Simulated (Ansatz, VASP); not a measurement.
## Si2B in VASP and in Ansatz

```
CELL_PARAMETERS angstrom
6.34054 0.00000 0.00000
-1.58513 2.74553 0.00000
0.00000 0.00000 37.88169
ATOMIC_POSITIONS crystal
Si 0.16667 0.66667 0.20434
Si 0.66667 0.66667 0.20434
Si 0.33333 0.33333 0.25897
Si 0.83333 0.33333 0.25897
Si 0.33333 0.33333 0.32178
Si 0.83333 0.33333 0.32178
Si 0.00000 0.00000 0.37641
Si 0.50000 0.00000 0.37641
B 0.50000 0.00000 0.23587
B 0.00000 0.00000 0.23587
B 0.16667 0.66667 0.34489
B 0.66667 0.66667 0.34489
```

Alike in both runs: task single point; functional PBE; dispersion D3(BJ); k mesh 8 × 8 × 1; occupations gaussian, width 0.2 eV; no spin polarisation.

|  | VASP | Ansatz |
| --- | --- | --- |
| version | VASP 6.6.1 | Ansatz 0.2.0 |
| potentials or method | VASP PAW PBE potentials, release 64 (Si, B), cutoff 520 eV | scalar-relativistic, plane waves, PAW |
| valence electrons in the cell | 44 | 44 |

|  | VASP | Ansatz | Ansatz less VASP |
| --- | --- | --- | --- |
| gap on the k mesh at the Fermi level (eV) | none | none | - |
| rms of the force components (eV/Å) | 0.009 | 0.008 | -0.0011 |

Atom by atom the forces differ by 0.008 eV/Å (rms over components). A gap of «none» marks a metal or a gap that the smearing closes.
